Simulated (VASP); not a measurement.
Set up this calculation in VASP 6.6.1, as the native input.

```yaml
Task: single point
Functional: PBE
Dispersion: D3(BJ)
Potentials_or_basis: VASP PAW PBE potentials, release 64 (S, Zr_sv, H)
Cutoff: 400 eV
k_mesh: 6 × 6 × 1
Occupations: gaussian, width 0.05 eV
Spin: no spin polarisation
Dipole_correction: yes
Further_INCAR_settings: ALGO = Normal; EDIFF = 1e-06; NBANDS = 62; NELMDL = -8
```

The structure of Zr2HS4 lies in POSCAR:

```
Zr2HS4
1.0
    7.2976778227      0.0000000000      0.0000000000
   -3.6488389114      6.3199743831      0.0000000000
    0.0000000000      0.0000000000     20.9171506047
S Zr H
8 4 2
Direct
    0.3333333333      0.1666666667      0.1912306354
    0.3333333333      0.6666666667      0.1912306354
    0.8333333333      0.1666666667      0.1912306354
    0.8333333333      0.6666666667      0.1912306354
    0.1666666667      0.3333333333      0.3306927762
    0.1666666667      0.8333333333      0.3306927762
    0.6666666667      0.3333333333      0.3306927762
    0.6666666667      0.8333333333      0.3306927762
    0.0000000000      0.0000000000      0.2609617058
    0.0000000000      0.5000000000      0.2609617058
    0.5000000000      0.0000000000      0.2609617058
    0.5000000000      0.5000000000      0.2609617058
    0.2449231649      0.7550768351      0.3828031244
    0.4217435018      0.5782564982      0.3828031244
```

These files were run (other wordings do the same):

INCAR

```
PREC     = Accurate       # precision mode
ENCUT    = 400            # plane-wave cutoff, eV
EDIFF    = 1E-6           # SCF threshold, eV
ISMEAR   = 0              # smearing method
SIGMA    = 0.05           # smearing width, eV
LREAL    = False          # projectors in reciprocal space
LASPH    = True           # aspherical terms in the spheres
NELM     = 120            # most SCF steps
ALGO     = Normal         # electronic algorithm
ISIF     = 2              # what is computed and relaxed
LWAVE    = False          # write WAVECAR
LCHARG   = False          # write CHGCAR
LDIPOL   = True         
IDIPOL   = 3            
DIPOL    = 0.5 0.5 0.278
GGA      = PE             # functional
IVDW     = 12             # dispersion correction
NBANDS   = 62             # bands
GGA_COMPAT= False        
NELMDL   = -8
```

KPOINTS

```
regular mesh
0
Gamma
  6 6 1
```

Potentials or basis: VASP PAW PBE potentials, release 64 (S, Zr_sv, H).

Launch:

```console
$ cat potpaw_PBE.64/S/POTCAR potpaw_PBE.64/Zr_sv/POTCAR potpaw_PBE.64/H/POTCAR > POTCAR
$ mpirun -np 1 vasp_std > vasp.out
```

Results of the run:

```json
{
 "Largest force": "2.451 eV/Å",
 "Band gap on the k mesh": "0.08 eV (least direct gap 0.25 eV)",
 "Dispersion energy per atom": "-0.224 eV"
}
```

Caveat: semilocal functionals underestimate gaps, and a narrow one can read as zero.

Wall time 20 min on 1 thread of Intel(R) Xeon(R) Platinum 8488C (Sapphire Rapids), with other jobs on the host, peak memory 0.9 GiB.
